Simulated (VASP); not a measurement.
# Bi2Se3 (R-3m) in VASP: further runs, part 2 of 3

VASP 6.6.1.

## (3) Single point, RPBE

INCAR reads:

```
PREC     = Accurate       # precision mode
ENCUT    = 520            # plane-wave cutoff, eV
EDIFF    = 1E-6           # SCF threshold, eV
ISMEAR   = -1             # smearing method
SIGMA    = 0.05           # smearing width, eV
LREAL    = False          # projectors in reciprocal space
LASPH    = True           # aspherical terms in the spheres
NELM     = 100            # most SCF steps
ALGO     = Normal         # electronic algorithm
ISIF     = 2              # what is computed and relaxed
LWAVE    = False          # write WAVECAR
LCHARG   = True           # write CHGCAR
GGA      = RP             # functional
LELF     = True           # ELF
LVHAR    = True         
NBANDS   = 32             # bands
```

KPOINTS reads:

```
regular mesh
0
Gamma
  8 8 8
```

POSCAR reads:

```
Bi2Se3
1.0
    2.1121279616      1.2194376472      9.7325442609
   -2.1121279616      1.2194376472      9.7325442609
    0.0000000000     -2.4388752945      9.7325442609
Bi Se
2 3
Direct
    0.5992000000      0.5992000000      0.5992000000
    0.4008000000      0.4008000000      0.4008000000
    0.7883000000      0.7883000000      0.7883000000
    0.2117000000      0.2117000000      0.2117000000
    0.0000000000      0.0000000000      0.0000000000
```

Potentials or basis: VASP PAW PBE potentials, release 64 (Bi_d, Se).

On the command line:

```sh
$ cat potpaw_PBE.64/Bi_d/POTCAR potpaw_PBE.64/Se/POTCAR > POTCAR
$ mpirun -np 1 vasp_std > vasp.out
```

OUTCAR:

```text
PREC = Accurate
   ENCUT = 520
   EDIFF = 1E-6
   ISMEAR = -1
   LREAL = False
   LASPH = True
   NELM = 100
   ISIF = 2
   GGA = RP

 ion  position               nearest neighbor table
   1  0.599  0.599  0.599-   4 2.91   4 2.91   4 2.91   5 3.14   5 3.14   5 3.14
   2  0.401  0.401  0.401-   3 2.91   3 2.91   3 2.91   5 3.14   5 3.14   5 3.14
   3  0.788  0.788  0.788-   2 2.91   2 2.91   2 2.91
   4  0.212  0.212  0.212-   1 2.91   1 2.91   1 2.91
   5  0.000  0.000  0.000-   1 3.14   1 3.14   2 3.14   2 3.14   1 3.14   2 3.14

  LATTYP: Found a trigonal (rhomboedric) cell.
 ALAT       =    10.0334705108
 COS(alpha) =     0.9113725833

  Lattice vectors:

 A1 = (   2.1121279616,   1.2194376472,   9.7325442609)
 A2 = (  -2.1121279616,   1.2194376472,   9.7325442609)
 A3 = (   0.0000000000,  -2.4388752945,   9.7325442609)

Analysis of symmetry for initial positions (statically):
=====================================================================
 Subroutine PRICEL returns:
 Original cell was already a primitive cell.

 Routine SETGRP: Setting up the symmetry group for a
 trigonal (rhombohedral) supercell.

 Subroutine GETGRP returns: Found 12 space group operations
 (whereof 12 operations were pure point group operations)
 out of a pool of 12 trial point group operations.

The static configuration has the point symmetry D_3d.

Analysis of symmetry for dynamics (positions and initial velocities):
=====================================================================
 Subroutine PRICEL returns:
 Original cell was already a primitive cell.

 Routine SETGRP: Setting up the symmetry group for a
 trigonal (rhombohedral) supercell.

 Subroutine GETGRP returns: Found 12 space group operations
 (whereof 12 operations were pure point group operations)
 out of a pool of 12 trial point group operations.

The dynamic configuration has the point symmetry D_3d.

 Subroutine INISYM returns: Found 12 space group operations
 (whereof 12 operations are pure point group operations),
 and found     1 'primitive' translations

----------------------------------------------------------------------------------------

                                     Primitive cell

  volume of cell :     150.4033

  direct lattice vectors                    reciprocal lattice vectors
     2.112127962  1.219437647  9.732544261     0.236728081  0.136675022  0.034249352
    -2.112127962  1.219437647  9.732544261    -0.236728081  0.136675022  0.034249352
     0.000000000 -2.438875294  9.732544261     0.000000000 -0.273350043  0.034249352

  length of vectors
    10.033470511 10.033470511 10.033470511     0.275487321  0.275487321  0.275487321

  position of ions in fractional coordinates (direct lattice)
     0.599200000  0.599200000  0.599200000
     0.400800000  0.400800000  0.400800000
     0.788300000  0.788300000  0.788300000
     0.211700000  0.211700000  0.211700000
     0.000000000  0.000000000  0.000000000

  ion indices of the primitive-cell ions
   primitive index   ion index
                 1           1
                 2           2
                 3           3
                 4           4
[... 25 lines left out ...]

 Found     65 irreducible k-points:

 Following reciprocal coordinates:
            Coordinates               Weight
  0.000000  0.000000  0.000000      1.000000
  0.125000 -0.000000  0.000000      6.000000
  0.250000 -0.000000  0.000000      6.000000
  0.375000 -0.000000 -0.000000      6.000000
  0.500000 -0.000000  0.000000      3.000000
  0.125000  0.125000  0.000000      6.000000
[... 16 lines left out ...]
  0.250000  0.125000  0.125000      6.000000
  0.375000  0.125000  0.125000      6.000000
 [... further k-points ...]
   k-points           NKPTS =     65   k-points in BZ     NKDIM =     65   number of bands    NBANDS=     32
   number of dos      NEDOS =    301   number of ions     NIONS =      5
   total plane-waves  NPLWV = 512000
   dimension x,y,z NGX =    80 NGY =   80 NGZ =   80
   dimension x,y,z NGXF=   160 NGYF=  160 NGZF=  160
   ions per type =               2   3
   NGX,Y,Z   is equivalent  to a cutoff of  13.26, 13.26, 13.26 a.u.
   NGXF,Y,Z  is equivalent  to a cutoff of  26.51, 26.51, 26.51 a.u.
 SYSTEM =  unknown system
   PREC   = accura    normal or accurate (medium, high low for compatibility)
   ISTART =      0    job   : 0-new  1-cont  2-samecut
   ICHARG =      2    charge: 1-file 2-atom 10-const
   ISPIN  =      1    spin polarized calculation?
   LNONCOLLINEAR =      F non collinear calculations
   LSORBIT =      F    spin-orbit coupling
   LASPH  =      T    aspherical Exc in radial PAW
   ENCUT  =  520.0 eV  38.22 Ry    6.18 a.u.  18.66 18.66 18.66*2*pi/ulx,y,z
   NELM   =    100;   NELMIN=  2; NELMDL= -5     # of ELM steps
   EDIFF  = 0.1E-05   stopping-criterion for ELM
   LREAL  =      F    real-space projection
   EDIFFG = 0.1E-04   stopping-criterion for IOM
   NSW    =      0    number of steps for IOM
   IBRION =     -1    ionic relax: 0-MD 1-quasi-New 2-CG
   NFREE  =      0    steps in history (QN), initial steepest desc. (CG)
   ISIF   =      2    stress and relaxation
   ISYM   =      2    0-nonsym 1-usesym 2-fastsym
   POTIM  = 0.5000    time-step for ionic-motion
   TEBEG  =    0.0;   TEEND  =   0.0 temperature during run
   PSTRESS=    0.0 pullay stress
   NELECT =      48.0000    total number of electrons
   NUPDOWN=      -1.0000    fix difference up-down
   EMIN   =  10.00;   EMAX   =-10.00  energy-range for DOS
   EFERMI =   0.00;   METHOD = LEGACY
   ISMEAR =    -1;   SIGMA  =   0.05  broadening in eV -4-tet -1-fermi 0-gaus
   EFERMI_NEDOS =   21; number of points for ismear=-14 and -15
   IALGO  =     38    algorithm
   IMIX   =      4    mixing-type and parameters
     AMIX     =   0.40;   BMIX     =  1.00
     AMIX_MAG =   1.60;   BMIX_MAG =  1.00
  volume/ion in A,a.u.               =      30.08       202.99
  Fermi-wavevector in a.u.,A,eV,Ry     =   1.118758  2.114146 17.029312  1.251619
  Thomas-Fermi vector in A             =   2.255392
   LORBIT       =      0    0 simple, 1 ext, 2 COOP (PROOUT), +10 PAW based schemes
   GGA     = RP    functional components
   LHFCALC =     F    Hartree Fock is set to
   AEXX    =    0.0000 exact exchange contribution
   IVDW    =     0    specifies the selected vdW correction
   LEPSILON=     F    determine dielectric tensor
   LRPA    =     F    only Hartree local field effects (RPA)
 non-spin polarized calculation
  energy-cutoff  :      520.00
  volume of cell :      150.40
 maximum number of plane-waves:      4075
 NGX is ok and might be reduce to    80
   NGX = 37   NGY = 37   NGZ = 37

 number of electron      48.0000003 magnetization

 Free energy of the ion-electron system (eV)
  ---------------------------------------------------
  ext. energy  EPLUGINS =         0.00000000
  ---------------------------------------------------
  free energy    TOTEN  =       -18.49393708 eV

  energy without entropy =      -18.49383472  energy(sigma->0) =      -18.49388590

 E-fermi :   4.5479     XC(G=0):  -9.0754

 val. band max:        4.3774254188   @ k =   0.0000   0.0000   0.0000
 cond. band min:       4.7115032233   @ k =   0.0000   0.0000   0.0000
 fundamental gap:      0.3340778046
 Fermi energy:         4.5479282564

 k-point     1 :       0.0000    0.0000    0.0000
  band No.  band energies     occupation
      1     -18.7425      2.00000
      2     -18.7420      2.00000
      3     -18.7420      2.00000
      4     -18.7415      2.00000
      5     -18.7415      2.00000
      6     -18.7405      2.00000
[... 829 lines left out ...]
     31       9.3214      0.00000
     32      10.8817      0.00000

 [... further k-points ...]

------------------------ aborting loop because EDIFF is reached ----------------------------------------

  FORCE on cell =-STRESS in cart. coord.  units (eV):
  Direction    XX          YY          ZZ          XY          YZ          ZX
  --------------------------------------------------------------------------------------
  -------------------------------------------------------------------------------------
  Total        0.5262937      0.5262937      0.7132906      0.0000000     -0.0000000      0.0000000
  in kB        5.6063636      5.6063636      7.5983555      0.0000000     -0.0000000      0.0000000
  external PRESSURE =       6.2703609 kB  Pullay stress =       0.0000000 kB

 VOLUME and BASIS-vectors are now :
 -----------------------------------------------------------------------------
  energy-cutoff  :      520.00
  volume of cell :      150.40
      direct lattice vectors                 reciprocal lattice vectors
     2.112127962  1.219437647  9.732544261     0.236728081  0.136675022  0.034249352
    -2.112127962  1.219437647  9.732544261    -0.236728081  0.136675022  0.034249352
     0.000000000 -2.438875294  9.732544261     0.000000000 -0.273350043  0.034249352

 POSITION                                       TOTAL-FORCE (eV/Angst)
 -----------------------------------------------------------------------------------
      0.00000     -0.00000     17.49522         0.000000      0.000000     -0.001199
      0.00000     -0.00000     11.70241         0.000000     -0.000000      0.001199
      0.00000     -0.00000     23.01649         0.000000      0.000000     -0.261490
      0.00000     -0.00000      6.18114         0.000000     -0.000000      0.261490
      0.00000      0.00000      0.00000         0.000000     -0.000000      0.000000
 -----------------------------------------------------------------------------------
    total drift:                                0.000000      0.000000     -0.000000

  FREE ENERGIE OF THE ION-ELECTRON SYSTEM (eV)
  ---------------------------------------------------
  free  energy   TOTEN  =       -18.4939370807 eV

  energy  without entropy=      -18.4938347186  energy(sigma->0) =      -18.49388590
```

Run time: 17 min. Hardware: 1 thread of Intel Xeon 6975P-C (Granite Rapids), shared host; peak memory 1 GiB.

Results:

- Free energy: -18.4939 eV
- Pressure: 0.6 GPa
- Largest force: 0.261 eV/Å
- Band gap on the k mesh: 0.33 eV

Forces in eV/Å, atoms in the order of the input:
```
Bi   0.000  0.000 -0.001
Bi   0.000  0.000  0.001
Se   0.000  0.000 -0.261
Se   0.000  0.000  0.261
Se   0.000  0.000  0.000
```

Stress tensor (GPa, compression positive):
```
0.56 0.00 0.00
0.00 0.56 0.00
0.00 0.00 0.76
```

Caveat: the PAW data sets were made with another functional, which shifts forces and pressure a little; spin-orbit coupling is left out, which moves the levels of the heavy elements. A k mesh can miss the band edges.

## (4) Single point, PBEsol

This run uses another cell than the first one, of 28.17 Å³/atom.

INCAR reads:

```
ALGO     = Normal         # electronic algorithm
EDIFF    = 1E-6           # SCF threshold, eV
ENCUT    = 520            # plane-wave cutoff, eV
GGA      = PS             # functional
ISIF     = 2              # what is computed and relaxed
ISMEAR   = -1             # smearing method
LASPH    = T              # aspherical terms in the spheres
LCHARG   = F              # write CHGCAR
LREAL    = F              # projectors in reciprocal space
LWAVE    = F              # write WAVECAR
NBANDS   = 32             # bands
NELM     = 60             # most SCF steps
PREC     = Accurate       # precision mode
SIGMA    = 0.05           # smearing width, eV
```

KPOINTS reads:

```
k-points
0
Gamma
  8 8 8
```

POSCAR reads:

```
Bi2Se3
1.0
    2.0657631149      1.1926688905      9.5280914710
   -2.0657631149      1.1926688905      9.5280914710
    0.0000000000     -2.3853377810      9.5280914710
Bi Se
2 3
Direct
    0.5996658784      0.5996658784      0.5996658784
    0.4003341216      0.4003341216      0.4003341216
    0.7885167083      0.7885167083      0.7885167083
    0.2114832917      0.2114832917      0.2114832917
    0.0000000000      0.0000000000      0.0000000000
```

Potentials or basis: VASP PAW PBE potentials, release 64 (Bi_d, Se).

On the command line:

```sh
$ cat potpaw_PBE.64/Bi_d/POTCAR potpaw_PBE.64/Se/POTCAR > POTCAR
$ mpirun -np 1 vasp_std > vasp.out
```

OUTCAR:

```text
EDIFF = 1E-6
   ENCUT = 520
   GGA = PS
   ISIF = 2
   ISMEAR = -1
   LASPH = T
   LREAL = F
   NELM = 60
   PREC = Accurate

 ion  position               nearest neighbor table
   1  0.600  0.600  0.600-   4 2.85   4 2.85   4 2.85   5 3.06   5 3.06   5 3.06
   2  0.400  0.400  0.400-   3 2.85   3 2.85   3 2.85   5 3.06   5 3.06   5 3.06
   3  0.789  0.789  0.789-   2 2.85   2 2.85   2 2.85
   4  0.211  0.211  0.211-   1 2.85   1 2.85   1 2.85
   5  0.000  0.000  0.000-   1 3.06   1 3.06   2 3.06   2 3.06   1 3.06   2 3.06

  LATTYP: Found a trigonal (rhomboedric) cell.
 ALAT       =     9.8221363974
 COS(alpha) =     0.9115334459

  Lattice vectors:

 A1 = (   2.0657631149,   1.1926688905,   9.5280914710)
 A2 = (  -2.0657631149,   1.1926688905,   9.5280914710)
 A3 = (   0.0000000000,  -2.3853377810,   9.5280914710)

Analysis of symmetry for initial positions (statically):
=====================================================================
 Subroutine PRICEL returns:
 Original cell was already a primitive cell.

[... 176 lines left out ...]

 val. band max:        4.9320333826   @ k =   0.0000   0.0000   0.0000
 cond. band min:       5.0475208794   @ k =   0.0000   0.0000   0.0000
 fundamental gap:      0.1154874968
 Fermi energy:         4.9924246461

 k-point     1 :       0.0000    0.0000    0.0000
  band No.  band energies     occupation
      1     -18.1253      2.00000
      2     -18.1253      2.00000
      3     -18.1232      2.00000
      4     -18.1232      2.00000
      5     -18.1149      2.00000
      6     -18.1121      2.00000
[... 829 lines left out ...]
     31       9.4324      0.00000
     32      11.1269      0.00000

 [... further k-points ...]

------------------------ aborting loop because EDIFF is reached ----------------------------------------

  FORCE on cell =-STRESS in cart. coord.  units (eV):
  Direction    XX          YY          ZZ          XY          YZ          ZX
  --------------------------------------------------------------------------------------
  -------------------------------------------------------------------------------------
  Total        0.0109835      0.0109835     -0.0187247      0.0000000      0.0000000      0.0000000
  in kB        0.1249380      0.1249380     -0.2129941      0.0000000      0.0000000      0.0000000
  external PRESSURE =       0.0122940 kB  Pullay stress =       0.0000000 kB

 VOLUME and BASIS-vectors are now :
 -----------------------------------------------------------------------------
  energy-cutoff  :      520.00
  volume of cell :      140.85
      direct lattice vectors                 reciprocal lattice vectors
     2.065763115  1.192668891  9.528091471     0.242041305  0.139742613  0.034984271
    -2.065763115  1.192668891  9.528091471    -0.242041305  0.139742613  0.034984271
     0.000000000 -2.385337781  9.528091471     0.000000000 -0.279485225  0.034984271

 POSITION                                       TOTAL-FORCE (eV/Angst)
 -----------------------------------------------------------------------------------
      0.00000      0.00000     17.14101         0.000000      0.000000      0.014381
      0.00000      0.00000     11.44326         0.000000      0.000000     -0.014381
      0.00000      0.00000     22.53918         0.000000      0.000000      0.015589
      0.00000      0.00000      6.04510         0.000000     -0.000000     -0.015589
      0.00000      0.00000      0.00000         0.000000      0.000000      0.000000
 -----------------------------------------------------------------------------------
    total drift:                               -0.000000     -0.000000     -0.000000

  FREE ENERGIE OF THE ION-ELECTRON SYSTEM (eV)
  ---------------------------------------------------
  free  energy   TOTEN  =       -22.0518413153 eV

  energy  without entropy=      -22.0515222179  energy(sigma->0) =      -22.05168177
```

OSZICAR:

```text
N       E                     dE             d eps       ncg     rms          rms(c)
DAV:   1     0.468230026247E+03    0.46823E+03   -0.22769E+04  4160   0.156E+03
DAV:   2     0.324751821007E+02   -0.43575E+03   -0.41722E+03  4264   0.415E+02
DAV:   3    -0.205496468172E+02   -0.53025E+02   -0.50457E+02  5536   0.150E+02
DAV:   4    -0.226969467383E+02   -0.21473E+01   -0.21384E+01  4568   0.317E+01
DAV:   5    -0.227765094188E+02   -0.79563E-01   -0.79552E-01  6064   0.633E+00    0.506E+00
DAV:   6    -0.220550703436E+02    0.72144E+00   -0.92747E-01  5808   0.721E+00    0.316E+00
DAV:   7    -0.220511290497E+02    0.39413E-02   -0.31501E-01  4656   0.237E+00    0.164E+00
DAV:   8    -0.220521110121E+02   -0.98196E-03   -0.41266E-02  5328   0.103E+00    0.513E-01
DAV:   9    -0.220517253277E+02    0.38568E-03   -0.17907E-03  5304   0.401E-01    0.117E-01
DAV:  10    -0.220518145540E+02   -0.89226E-04   -0.10299E-03  4704   0.156E-01    0.519E-02
DAV:  11    -0.220518277948E+02   -0.13241E-04   -0.89158E-05  4928   0.581E-02    0.312E-02
DAV:  12    -0.220518409883E+02   -0.13194E-04   -0.30100E-05  4216   0.265E-02    0.653E-03
DAV:  13    -0.220518413153E+02   -0.32693E-06   -0.27999E-06  4016   0.149E-02
   1 F= -.22051841E+02 E0= -.22051682E+02  d E =-.319097E-03
```

Run time: 31 min. Hardware: 1 thread of Intel Xeon Platinum 8259CL at 2.50GHz (Skylake/Cascade Lake), shared host; peak memory 1 GiB.

What came out:

```yaml
Free_energy: -22.0518 eV
Pressure: 0.0 GPa
Largest_force: 0.016 eV/Å
Band_gap_on_the_k_mesh: 0.12 eV
```

Forces on the atoms (eV/Å):
```
Bi   0.000  0.000  0.014
Bi   0.000  0.000 -0.014
Se   0.000  0.000  0.016
Se   0.000  0.000 -0.016
Se   0.000  0.000  0.000
```

Levels at points of the mesh, in eV from the valence-band top:
| k point | band 22 | band 23 | band 24 | band 25 | band 26 | band 27 |
| --- | --- | --- | --- | --- | --- | --- |
| (0.00, 0.00, 0.00) | -1.23 | -1.23 | 0.00 | 0.12 | 1.32 | 1.32 |
| (0.50, 0.00, 0.00) | -2.24 | -1.26 | -0.58 | 0.75 | 1.83 | 2.92 |
| (0.50, 0.50, 0.00) | -1.94 | -1.70 | -1.04 | 1.25 | 1.88 | 2.52 |
| (0.50, 0.50, 0.50) | -1.44 | -1.44 | -0.53 | 0.61 | 1.64 | 1.64 |

Caveat: the PAW data sets were made with another functional, which shifts forces and pressure a little; spin-orbit coupling is left out, which moves the levels of the heavy elements.

## (5) Single point, PBEsol

This run uses another cell than the first one, of 28.38 Å³/atom.

INCAR reads:

```
SYSTEM = Bi2Se3
PREC = Accurate
ENCUT = 520
EDIFF = 1E-6
ISMEAR = 1
SIGMA = 0.05
LREAL = .False.
LASPH = .True.
NELM = 80
ALGO = Normal
ISIF = 2
LWAVE = .False.
LCHARG = .True.
GGA = PS
LELF = .True.
LVHAR = .True.
NBANDS = 32
```

KPOINTS reads:

```
Automatic mesh
0
Gamma
  6 6 6
  0 0 0
```

POSCAR reads:

```
Bi2Se3
1.0
    2.0715000000      1.1959810826      9.5453333333
   -2.0715000000      1.1959810826      9.5453333333
    0.0000000000     -2.3919621653      9.5453333333
Bi Se
2 3
Direct
    0.5992000000      0.5992000000      0.5992000000
    0.4008000000      0.4008000000      0.4008000000
    0.7883000000      0.7883000000      0.7883000000
    0.2117000000      0.2117000000      0.2117000000
    0.0000000000      0.0000000000      0.0000000000
```

On the command line:

```sh
$ cat potpaw_PBE.64/Bi_d/POTCAR potpaw_PBE.64/Se/POTCAR > POTCAR
$ mpirun -np 1 vasp_std > vasp.out
```

It took 11 min on 1 thread of Intel Xeon Platinum 8259CL at 2.50GHz (Skylake/Cascade Lake), shared host; peak memory 0.94 GiB.

Results (log left out):

| Quantity | Value |
| --- | --- |
| Free energy | -22.0496 eV |
| Pressure | -0.3 GPa |
| Largest force | 0.191 eV/Å |
| Band gap on the k mesh | 0.14 eV |

Forces in eV/Å, atoms in the order of the input:
```
Bi   0.000  0.000  0.191
Bi   0.000  0.000 -0.191
Se   0.000  0.000  0.097
Se   0.000  0.000 -0.097
Se   0.000  0.000  0.000
```

Levels at points of the mesh, in eV from the valence-band top:
```csv
k point,band 20,band 21,band 22,band 23,band 24,band 25,band 26,band 27,band 28,band 29
"(0.00, 0.00, 0.00)",-1.87,-1.87,-1.20,-1.20,0.00,0.14,1.36,1.36,2.08,2.70
"(0.50, 0.00, 0.00)",-3.03,-3.02,-2.17,-1.22,-0.56,0.78,1.90,2.90,3.13,3.99
"(0.50, 0.50, 0.00)",-2.59,-1.91,-1.90,-1.63,-1.01,1.29,1.91,2.58,2.95,3.50
"(0.50, 0.50, 0.50)",-1.63,-1.58,-1.37,-1.37,-0.47,0.58,1.68,1.68,2.01,2.35
```

Caveat: the PAW data sets were made with another functional, which shifts forces and pressure a little; spin-orbit coupling is left out, which moves the levels of the heavy elements. A k mesh can miss the band edges.

(Continued in part 3 of 3.)
